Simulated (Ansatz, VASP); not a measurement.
Al: VASP beside Ansatz

```
Al
1.0
     2.93260    0.00000    0.00000
    -1.46630    2.53971    0.00000
     0.00000    0.00000    9.24105
Al
4
Direct
  0.00000 0.00000 0.00000
  0.33333 0.66667 0.25000
  0.00000 0.00000 0.50000
  0.66667 0.33333 0.75000
```

Alike in both runs: task single point; functional PBE; dispersion D3(BJ); k mesh 18 × 18 × 4; occupations gaussian, width 0.15 eV; no spin polarisation.

|  | VASP | Ansatz |
| --- | --- | --- |
| version | VASP 6.6.1 | Ansatz 0.2.0 |
| potentials or method | VASP PAW PBE potentials, release 64 (Al), cutoff 520 eV | scalar-relativistic, plane waves, PAW |
| valence electrons in the cell | 12 | 12 |

Ansatz gave:

* gap on the k mesh at the Fermi level (eV): none
* pressure (GPa): -5.7
* traceless stress, the component that is largest in VASP (GPa): 1.36

Question: What did VASP give for the same quantities?

Answer: gap on the k mesh at the Fermi level (eV): none; pressure (GPa): -5.8; traceless stress, the component that is largest in VASP (GPa): 1.36.

A gap of «none» marks a metal or a gap that the smearing closes.
